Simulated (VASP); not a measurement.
Crystal: HfB2.

```
CELL_PARAMETERS angstrom
3.14000 0.00000 0.00000
-1.57000 2.71932 0.00000
0.00000 0.00000 3.48000
ATOMIC_POSITIONS crystal
Hf 0.00000 0.00000 0.00000
B 0.33333 0.66667 0.50000
B 0.66667 0.33333 0.50000
```

Base run:

```yaml
Program: VASP 6.6.1
Functional: BLYP
Potentials_or_basis: VASP PAW PBE potentials, release 64 (Hf_pv, B)
Cutoff: 560 eV
k_mesh: 7 × 7 × 5, shifted
Occupations: fermi-dirac, width 0.2 eV
Spin: no spin polarisation
```

Its results: band gap on the k mesh zero (bands 8 and 9 overlap by 0.53 eV); pressure 8.2 GPa; largest force 0.022 eV/Å.

Problem. The run is repeated on the same cell with these changes: functional from BLYP to revPBE. What comes out?

Solution. Band gap on the k mesh zero (bands 8 and 9 overlap by 0.59 eV); pressure 4.2 GPa; largest force 0.024 eV/Å.

Caveats: the cell stands under pressure; the PAW data sets were made with another functional, which shifts forces and pressure a little; spin-orbit coupling is left out, which moves the levels of the heavy elements.
